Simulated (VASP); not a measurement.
Mg3TiF8: single point with PBEsol+U

The system is Mg3TiF8.

```
CELL_PARAMETERS angstrom
4.62300 0.00000 0.00000
0.00000 4.62300 0.00000
0.00000 0.00000 6.10400
ATOMIC_POSITIONS crystal
Ti 0.00229 0.99860 0.00001
Mg 0.00228 0.99863 0.50001
Mg 0.50235 0.49868 0.25635
Mg 0.50222 0.49856 0.74369
F 0.31564 0.31280 0.00004
F 0.30287 0.29990 0.49998
F 0.20643 0.79499 0.26571
F 0.20654 0.79514 0.73437
F 0.68886 0.68446 0.99999
F 0.70166 0.69730 0.50005
F 0.79789 0.20197 0.26564
F 0.79802 0.20214 0.73433
```

```
Program             : VASP 6.6.1
Task                : single point
Functional          : PBEsol
Potentials or basis : VASP PAW PBE potentials, release 64 (Ti_sv, Mg, F)
Cutoff              : 520 eV
k mesh              : 4 × 4 × 3
Occupations         : gaussian, width 0.05 eV
Spin                : collinear spin
Starting moments    : [1.47, 0.0, 0.0, 0.0, 0.01, 0.0, 0.01, 0.01, 0.01, 0.0, 0.01, 0.01] μB
Hubbard terms       : Ti d U = 3.0 eV
```

The pressure is 6.7 GPa and the largest force is 0.085 eV/Å. The band gap on the k mesh is 1.36 eV and the net moment is 2.00 μB per cell. The site moments are Ti +1.72; Mg +0.00; F +0.00, -0.00, +0.01 (each value once) μB and the valence electrons inside the program's atomic spheres are Ti 10.28; Mg 0.40, 0.39 (each value once); F 6.15.

Forces in eV/Å, atoms in the order of the input:
```
Ti  -0.001  0.000  0.000
Mg  -0.001 -0.001  0.000
Mg  -0.002 -0.002 -0.001
Mg   0.000  0.001  0.000
F    0.061  0.060  0.000
F   -0.003 -0.003  0.000
F    0.024 -0.022  0.056
F    0.023 -0.023 -0.058
F   -0.059 -0.060  0.000
F    0.004  0.004  0.000
F   -0.022  0.024  0.058
F   -0.022  0.022 -0.055
```

Stress tensor (GPa, compression positive):
```
6.12 0.44 0.00
0.44 6.15 0.00
0.00 0.00 7.85
```

Levels at points of the mesh, in eV from the valence-band top:
Spin up:
| k point | band 36 | band 37 | band 38 | band 39 | band 40 | band 41 |
| --- | --- | --- | --- | --- | --- | --- |
| (0.00, 0.00, 0.00) | -5.76 | -0.31 | 0.00 | 1.36 | 2.34 | 3.97 |
| (0.50, 0.00, 0.00) | -6.10 | -0.21 | -0.06 | 2.29 | 3.64 | 3.74 |
| (0.00, 0.50, 0.00) | -6.10 | -0.22 | -0.06 | 2.28 | 3.64 | 3.74 |
| (0.50, 0.50, 0.00) | -6.18 | -0.22 | -0.04 | 2.39 | 3.70 | 4.15 |
Spin down:
```tsv
k point	band 34	band 35	band 36	band 37	band 38	band 39
(0.00, 0.00, 0.00)	-6.10	-6.06	-5.75	1.49	3.29	3.69
(0.50, 0.00, 0.00)	-6.45	-6.16	-6.09	3.24	3.72	3.86
(0.00, 0.50, 0.00)	-6.45	-6.16	-6.09	3.24	3.72	3.86
(0.50, 0.50, 0.00)	-6.33	-6.26	-6.17	3.40	3.86	4.19
```

Eigenvalues of the final occupation matrices:
```csv
site,spin,trace,eigenvalues
site 1 d,1,1.90,0.02 0.08 0.09 0.85 0.87
site 1 d,2,0.20,0.01 0.02 0.02 0.07 0.08
```

Wall time 7.4 min on 1 thread of Intel Xeon 8259CL, on a shared host, peak memory 0.44 GiB.

Caveat: the cell stands under pressure; the PAW data sets were made with another functional, which shifts forces and pressure a little.
